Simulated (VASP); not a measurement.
# ZnS in VASP: further runs

ZnS is run at these levels: PBE; tasks: single point.

All numbers are computed with VASP 6.6.1; they aren't measurements. Logs are shortened: lines on timing, memory, paths and dates and some standing lists are left out, and cuts for length are marked.

## (1) The cell of the first run

The structure is trigonal, space group R3m (No. 160). Conventional cell: a = 3.806 Å, b = 3.806 Å, c = 28.056 Å, α = 90.00°, β = 90.00°, γ = 120.00°. Within 3.1 Å of Zn (site symmetry 3m) lie 4 S at 2.33 to 2.34 Å. Within 3.1 Å of Zn (site symmetry 3m) lie 4 S at 2.33 Å. Within 3.1 Å of Zn (site symmetry 3m) lie 4 S at 2.33 to 2.34 Å. Within 3.1 Å of S (site symmetry 3m) lie 4 Zn at 2.33 Å. S (site symmetry 3m) has 4 Zn at 2.33 to 2.34 Å within 3.1 Å. Within 3.1 Å of S (site symmetry 3m) lie 4 Zn at 2.33 to 2.34 Å.

## (2) Single point, PBE

File INCAR:

```
SYSTEM = ZnS
PREC     = Accurate       ! precision mode
ENCUT    = 520            ! plane-wave cutoff, eV
EDIFF    = 1E-6           ! SCF threshold, eV
ISMEAR   = -1             ! smearing method
SIGMA    = 0.05           ! smearing width, eV
LREAL    = .FALSE.        ! projectors in reciprocal space
LASPH    = .TRUE.         ! aspherical terms in the spheres
NELM     = 60             ! most SCF steps
ALGO     = Normal         ! electronic algorithm
ISIF     = 2              ! what is computed and relaxed
LWAVE    = .FALSE.        ! write WAVECAR
LCHARG   = .FALSE.        ! write CHGCAR
GGA      = PE             ! functional
NBANDS   = 36             ! bands
```

File KPOINTS:

```
Automatic mesh
0
G
  8 8 8
  0 0 0
```

File POSCAR:

```
ZnS
1.0
    1.9030712007      1.0987386700      9.3519478348
   -1.9030712007      1.0987386700      9.3519478348
    0.0000000000     -2.1974773400      9.3519478348
Zn S
3 3
Direct
    0.4446134400      0.4446134400      0.4446134400
    0.2222694100      0.2222694100      0.2222694100
    0.9999711400      0.9999711400      0.9999711400
    0.3053625400      0.3053625400      0.3053625400
    0.5278423000      0.5278423000      0.5278423000
    0.0832671700      0.0832671700      0.0832671700
```

Potentials or basis: VASP PAW PBE potentials, release 64 (Zn, S).

Started as:

```sh
$ cat potpaw_PBE.64/Zn/POTCAR potpaw_PBE.64/S/POTCAR > POTCAR
$ mpirun -np 1 vasp_std > vasp.out
```

OUTCAR:

```text
SYSTEM = ZnS
   PREC = Accurate
   ENCUT = 520
   EDIFF = 1E-6
   ISMEAR = -1
   LREAL = .FALSE.
   LASPH = .TRUE.
   NELM = 60
   ISIF = 2
   GGA = PE

 ion  position               nearest neighbor table
   1  0.445  0.445  0.445-   6 2.33   6 2.33   6 2.33   5 2.34
   2  0.222  0.222  0.222-   4 2.33   5 2.33   5 2.33   5 2.33
   3  1.000  1.000  1.000-   4 2.33   4 2.33   4 2.33   6 2.34
   4  0.305  0.305  0.305-   2 2.33   3 2.33   3 2.33   3 2.33
   5  0.528  0.528  0.528-   2 2.33   2 2.33   2 2.33   1 2.34
   6  0.083  0.083  0.083-   1 2.33   1 2.33   1 2.33   3 2.34

  LATTYP: Found a trigonal (rhomboedric) cell.
 ALAT       =     9.6066557638
 COS(alpha) =     0.9215133826

  Lattice vectors:

 A1 = (   1.9030712007,   1.0987386700,   9.3519478348)
 A2 = (  -1.9030712007,   1.0987386700,   9.3519478348)
 A3 = (   0.0000000000,  -2.1974773400,   9.3519478348)

Analysis of symmetry for initial positions (statically):
=====================================================================
 Subroutine PRICEL returns:
 Original cell was already a primitive cell.

 Routine SETGRP: Setting up the symmetry group for a
 trigonal (rhombohedral) supercell.

 Subroutine GETGRP returns: Found  6 space group operations
 (whereof  6 operations were pure point group operations)
 out of a pool of 12 trial point group operations.

The static configuration has the point symmetry C_3v.

Analysis of symmetry for dynamics (positions and initial velocities):
=====================================================================
 Subroutine PRICEL returns:
 Original cell was already a primitive cell.

 Routine SETGRP: Setting up the symmetry group for a
 trigonal (rhombohedral) supercell.

 Subroutine GETGRP returns: Found  6 space group operations
 (whereof  6 operations were pure point group operations)
 out of a pool of 12 trial point group operations.

The dynamic configuration has the point symmetry C_3v.

 Subroutine INISYM returns: Found  6 space group operations
 (whereof  6 operations are pure point group operations),
 and found     1 'primitive' translations

----------------------------------------------------------------------------------------

                                     Primitive cell

  volume of cell :     117.3283

  direct lattice vectors                    reciprocal lattice vectors
     1.903071201  1.098738670  9.351947835     0.262733207  0.151689088  0.035643199
    -1.903071201  1.098738670  9.351947835    -0.262733207  0.151689088  0.035643199
     0.000000000 -2.197477340  9.351947835     0.000000000 -0.303378176  0.035643199

  length of vectors
     9.606655764  9.606655764  9.606655764     0.305464818  0.305464818  0.305464818

  position of ions in fractional coordinates (direct lattice)
     0.444613440  0.444613440  0.444613440
     0.222269410  0.222269410  0.222269410
     0.999971140  0.999971140  0.999971140
     0.305362540  0.305362540  0.305362540
     0.527842300  0.527842300  0.527842300
     0.083267170  0.083267170  0.083267170

  ion indices of the primitive-cell ions
   primitive index   ion index
                 1           1
                 2           2
                 3           3
                 4           4
                 5           5
                 6           6

----------------------------------------------------------------------------------------

 KPOINTS: Automatic mesh

Automatic generation of k-mesh.
 Grid dimensions read from file:
 generate k-points for:    8    8    8

 Generating k-lattice:

  Cartesian coordinates                     Fractional coordinates (reciprocal lattice)
     0.032841651  0.018961136  0.004455400     0.125000000  0.000000000  0.000000000
    -0.032841651  0.018961136  0.004455400     0.000000000  0.125000000  0.000000000
     0.000000000 -0.037922272  0.004455400     0.000000000  0.000000000  0.125000000

  Length of vectors
     0.038183102  0.038183102  0.038183102

  Shift w.r.t. Gamma in fractional coordinates (k-lattice)
     0.000000000  0.000000000  0.000000000

 Subroutine IBZKPT returns following result:
 ===========================================

 Found     65 irreducible k-points:

 Following reciprocal coordinates:
            Coordinates               Weight
  0.000000  0.000000  0.000000      1.000000
  0.125000 -0.000000 -0.000000      6.000000
  0.250000 -0.000000 -0.000000      6.000000
  0.375000 -0.000000 -0.000000      6.000000
  0.500000 -0.000000 -0.000000      3.000000
  0.125000  0.125000 -0.000000      6.000000
[... 16 lines left out ...]
  0.250000  0.125000  0.125000      6.000000
  0.375000  0.125000  0.125000      6.000000
 [... further k-points ...]
   k-points           NKPTS =     65   k-points in BZ     NKDIM =     65   number of bands    NBANDS=     36
   number of dos      NEDOS =    301   number of ions     NIONS =      6
   total plane-waves  NPLWV = 373248
   dimension x,y,z NGX =    72 NGY =   72 NGZ =   72
   dimension x,y,z NGXF=   144 NGYF=  144 NGZF=  144
   ions per type =               3   3
   NGX,Y,Z   is equivalent  to a cutoff of  12.46, 12.46, 12.46 a.u.
   NGXF,Y,Z  is equivalent  to a cutoff of  24.92, 24.92, 24.92 a.u.
 SYSTEM =  ZnS
   PREC   = accura    normal or accurate (medium, high low for compatibility)
   ISTART =      0    job   : 0-new  1-cont  2-samecut
   ICHARG =      2    charge: 1-file 2-atom 10-const
   ISPIN  =      1    spin polarized calculation?
   LNONCOLLINEAR =      F non collinear calculations
   LSORBIT =      F    spin-orbit coupling
   LASPH  =      T    aspherical Exc in radial PAW
   ENCUT  =  520.0 eV  38.22 Ry    6.18 a.u.  17.86 17.86 17.86*2*pi/ulx,y,z
   NELM   =     60;   NELMIN=  2; NELMDL= -5     # of ELM steps
   EDIFF  = 0.1E-05   stopping-criterion for ELM
   LREAL  =      F    real-space projection
   EDIFFG = 0.1E-04   stopping-criterion for IOM
   NSW    =      0    number of steps for IOM
   IBRION =     -1    ionic relax: 0-MD 1-quasi-New 2-CG
   NFREE  =      0    steps in history (QN), initial steepest desc. (CG)
   ISIF   =      2    stress and relaxation
   ISYM   =      2    0-nonsym 1-usesym 2-fastsym
   POTIM  = 0.5000    time-step for ionic-motion
   TEBEG  =    0.0;   TEEND  =   0.0 temperature during run
   PSTRESS=    0.0 pullay stress
   NELECT =      54.0000    total number of electrons
   NUPDOWN=      -1.0000    fix difference up-down
   EMIN   =  10.00;   EMAX   =-10.00  energy-range for DOS
   EFERMI =   0.00;   METHOD = LEGACY
   ISMEAR =    -1;   SIGMA  =   0.05  broadening in eV -4-tet -1-fermi 0-gaus
   EFERMI_NEDOS =   21; number of points for ismear=-14 and -15
   IALGO  =     38    algorithm
   IMIX   =      4    mixing-type and parameters
     AMIX     =   0.40;   BMIX     =  1.00
     AMIX_MAG =   1.60;   BMIX_MAG =  1.00
  volume/ion in A,a.u.               =      19.55       131.96
  Fermi-wavevector in a.u.,A,eV,Ry     =   1.263975  2.388566 21.737115  1.597633
  Thomas-Fermi vector in A             =   2.397304
   LORBIT       =      0    0 simple, 1 ext, 2 COOP (PROOUT), +10 PAW based schemes
   GGA     = PE    functional components
   LHFCALC =     F    Hartree Fock is set to
   AEXX    =    0.0000 exact exchange contribution
   IVDW    =     0    specifies the selected vdW correction
   LEPSILON=     F    determine dielectric tensor
   LRPA    =     F    only Hartree local field effects (RPA)
 non-spin polarized calculation
  energy-cutoff  :      520.00
  volume of cell :      117.33
 maximum number of plane-waves:      3178
   NGX = 35   NGY = 35   NGZ = 35

 number of electron      53.9999979 magnetization

 Free energy of the ion-electron system (eV)
  ---------------------------------------------------
  ext. energy  EPLUGINS =         0.00000000
  ---------------------------------------------------
  free energy    TOTEN  =       -20.51594115 eV

  energy without entropy =      -20.51594115  energy(sigma->0) =      -20.51594115

 E-fermi :   3.2611     XC(G=0):  -9.6673

 val. band max:        2.2021527099   @ k =   0.0000   0.0000   0.0000
 cond. band min:       4.4011472977   @ k =   0.0000   0.0000   0.0000
 fundamental gap:      2.1989945879
 Fermi energy:         3.2610935388

 k-point     1 :       0.0000    0.0000    0.0000
  band No.  band energies     occupation
      1     -11.0179      2.00000
      2     -10.3477      2.00000
      3     -10.3372      2.00000
      4      -4.1777      2.00000
      5      -4.1683      2.00000
      6      -4.1683      2.00000
[... 28 lines left out ...]
     35       9.1227      0.00000
     36       9.5406      0.00000

 k-point     2 :       0.1250   -0.0000   -0.0000
  band No.  band energies     occupation
      1     -10.9106      2.00000
      2     -10.3044      2.00000
      3     -10.2317      2.00000
      4      -4.1772      2.00000
      5      -4.1572      2.00000
      6      -4.1472      2.00000
[... 28 lines left out ...]
     35       9.0907      0.00000
     36       9.5833      0.00000

 k-point     3 :       0.2500   -0.0000   -0.0000
  band No.  band energies     occupation
      1     -10.6233      2.00000
      2     -10.1384      2.00000
      3     -10.0287      2.00000
      4      -4.1899      2.00000
      5      -4.1472      2.00000
      6      -4.1071      2.00000
[... 28 lines left out ...]
     35       9.6206      0.00000
     36      10.0586      0.00000

 k-point     4 :       0.3750   -0.0000   -0.0000
  band No.  band energies     occupation
      1     -10.2712      2.00000
      2      -9.9404      2.00000
      3      -9.8593      2.00000
      4      -4.1906      2.00000
      5      -4.1380      2.00000
      6      -4.0687      2.00000
[... 28 lines left out ...]
     35      10.2003      0.00000
     36      11.0092      0.00000

 k-point     5 :       0.5000   -0.0000   -0.0000
  band No.  band energies     occupation
      1     -10.0808      2.00000
      2      -9.8396      2.00000
      3      -9.8301      2.00000
      4      -4.1894      2.00000
      5      -4.1296      2.00000
      6      -4.0588      2.00000
[... 655 lines left out ...]
 k-point    22 :       0.1250    0.1250    0.1250
  band No.  band energies     occupation
      1     -11.0043      2.00000
      2     -10.4634      2.00000
      3     -10.2338      2.00000
      4      -4.1788      2.00000
      5      -4.1670      2.00000
      6      -4.1670      2.00000
[... 28 lines left out ...]
     35       9.0894      0.00000
     36       9.5572      0.00000

 k-point    23 :       0.2500    0.1250    0.1250
  band No.  band energies     occupation
      1     -10.8889      2.00000
      2     -10.4204      2.00000
      3     -10.1357      2.00000
      4      -4.1802      2.00000
      5      -4.1632      2.00000
      6      -4.1454      2.00000
[... 28 lines left out ...]
     35       9.1531      0.00000
     36       9.6104      0.00000

 k-point    24 :       0.3750    0.1250    0.1250
  band No.  band energies     occupation
      1     -10.5980      2.00000
      2     -10.2359      2.00000
      3      -9.9559      2.00000
      4      -4.1991      2.00000
      5      -4.1640      2.00000
      6      -4.1030      2.00000
[... 28 lines left out ...]
     35       9.6753      0.00000
     36      10.0473      0.00000

 [... further k-points ...]

------------------------ aborting loop because EDIFF is reached ----------------------------------------

  FORCE on cell =-STRESS in cart. coord.  units (eV):
  Direction    XX          YY          ZZ          XY          YZ          ZX
  --------------------------------------------------------------------------------------
  -------------------------------------------------------------------------------------
  Total        1.8127884      1.8127884      1.8587980      0.0000000      0.0000000      0.0000000
  in kB       24.7545435     24.7545435     25.3828283      0.0000000      0.0000000      0.0000000
  external PRESSURE =      24.9639718 kB  Pullay stress =       0.0000000 kB

 VOLUME and BASIS-vectors are now :
 -----------------------------------------------------------------------------
  energy-cutoff  :      520.00
  volume of cell :      117.33
      direct lattice vectors                 reciprocal lattice vectors
     1.903071201  1.098738670  9.351947835     0.262733207  0.151689088  0.035643199
    -1.903071201  1.098738670  9.351947835    -0.262733207  0.151689088  0.035643199
     0.000000000 -2.197477340  9.351947835     0.000000000 -0.303378176  0.035643199

 POSITION                                       TOTAL-FORCE (eV/Angst)
 -----------------------------------------------------------------------------------
      0.00000      0.00000     12.47401         0.000000      0.000000     -0.008922
      0.00000      0.00000      6.23596         0.000000     -0.000000      0.000734
      0.00000      0.00000     28.05503         0.000000      0.000000      0.000368
      0.00000      0.00000      8.56720         0.000000     -0.000000      0.008009
      0.00000      0.00000     14.80906         0.000000      0.000000     -0.000379
      0.00000      0.00000      2.33613         0.000000      0.000000      0.000191
 -----------------------------------------------------------------------------------
    total drift:                               -0.000000     -0.000000      0.000332

  FREE ENERGIE OF THE ION-ELECTRON SYSTEM (eV)
  ---------------------------------------------------
  free  energy   TOTEN  =       -20.5159411540 eV

  energy  without entropy=      -20.5159411540  energy(sigma->0) =      -20.51594115
```

It took 44 min on 1 thread of AMD EPYC 7R43 (Zen 3), shared host; peak memory 0.74 GiB.

Results:

```
Free energy            : -20.5159 eV
Pressure               : 2.5 GPa
Largest force          : 0.009 eV/Å
Band gap on the k mesh : 2.20 eV
```

Forces in eV/Å, atoms in the order of the input:
```
Zn   0.000  0.000 -0.009
Zn   0.000  0.000  0.001
Zn   0.000  0.000  0.000
S    0.000  0.000  0.008
S    0.000  0.000  0.000
S    0.000  0.000  0.000
```

A k mesh can miss the band edges.

## (3) Single point, PBE (atoms moved at random)

File INCAR:

```
SYSTEM = ZnS
PREC = Accurate
ENCUT = 520
EDIFF = 1E-6
ISMEAR = -1
SIGMA = 0.05
LREAL = .False.
LASPH = .True.
NELM = 80
ALGO = Normal
ISIF = 2
LWAVE = .False.
LCHARG = .False.
GGA = PE
NBANDS = 36
```

File KPOINTS:

```
Automatic mesh
0
Gamma
  8 8 8
  0 0 0
```

File POSCAR:

```
ZnS
1.0
    1.9030712007      1.0987386700      9.3519478348
   -1.9030712007      1.0987386700      9.3519478348
    0.0000000000     -2.1974773400      9.3519478348
Zn S
3 3
Direct
    0.4408250000      0.4533290000      0.4458250000
    0.2241430000      0.2226610000      0.2228390000
    0.9971720000      1.0115450000      0.9910620000
    0.3079970000      0.3131780000      0.3005490000
    0.5336700000      0.5346650000      0.5118570000
    0.0763300000      0.0815140000      0.0915110000
```

Potentials or basis: VASP PAW PBE potentials, release 64 (Zn, S).

Started as:

```sh
$ cat potpaw_PBE.64/Zn/POTCAR potpaw_PBE.64/S/POTCAR > POTCAR
$ mpirun -np 1 vasp_std > vasp.out
```

It took 2.7 h on 1 thread of Oxide Virtual Turin-like, shared host; peak memory 1.2 GiB.

It converged, with:

```yaml
Free_energy: -20.4569 eV
Pressure: 2.6 GPa
Largest_force: 0.864 eV/Å
Band_gap_on_the_k_mesh: 2.12 eV
```

Forces in eV/Å, atoms in the order of the input:
```
Zn   0.077 -0.147 -0.763
Zn  -0.028  0.232  0.020
Zn   0.114 -0.054  0.242
S   -0.106  0.032 -0.508
S    0.022 -0.263  0.823
S   -0.079  0.200  0.185
```

Stress tensor (GPa, compression positive):
```
2.79 0.03 0.15
0.03 1.68 0.06
0.15 0.06 3.42
```

Levels at points of the mesh, in eV from the valence-band top:
| k point | band 23 | band 24 | band 25 | band 26 | band 27 | band 28 | band 29 | band 30 | band 31 | band 32 |
| --- | --- | --- | --- | --- | --- | --- | --- | --- | --- | --- |
| (0.00, 0.00, 0.00) | -0.73 | -0.69 | -0.13 | -0.02 | 0.00 | 2.12 | 3.33 | 3.45 | 6.25 | 6.29 |
| (0.50, 0.00, 0.00) | -2.25 | -2.06 | -1.94 | -1.40 | -0.87 | 3.30 | 3.80 | 3.96 | 4.80 | 5.45 |
| (0.00, 0.50, 0.00) | -2.27 | -2.06 | -1.94 | -1.39 | -0.87 | 3.33 | 3.81 | 3.93 | 4.80 | 5.42 |
| (0.00, 0.00, 0.50) | -2.29 | -2.07 | -1.95 | -1.30 | -0.87 | 3.28 | 3.77 | 3.96 | 4.73 | 5.32 |
| (0.50, 0.50, 0.00) | -2.32 | -1.88 | -1.44 | -1.37 | -1.15 | 3.19 | 3.60 | 4.24 | 4.84 | 5.72 |
| (0.50, 0.00, 0.50) | -2.31 | -1.93 | -1.44 | -1.37 | -1.13 | 3.19 | 3.62 | 4.28 | 4.94 | 5.73 |
| (0.00, 0.50, 0.50) | -2.31 | -1.93 | -1.44 | -1.37 | -1.13 | 3.21 | 3.62 | 4.26 | 4.95 | 5.75 |
| (0.50, 0.50, 0.50) | -0.93 | -0.42 | -0.40 | -0.19 | -0.13 | 3.11 | 3.19 | 3.51 | 6.02 | 6.41 |

Caveat: the cell differs from its parent crystal (atoms moved at random). A k mesh can miss the band edges.
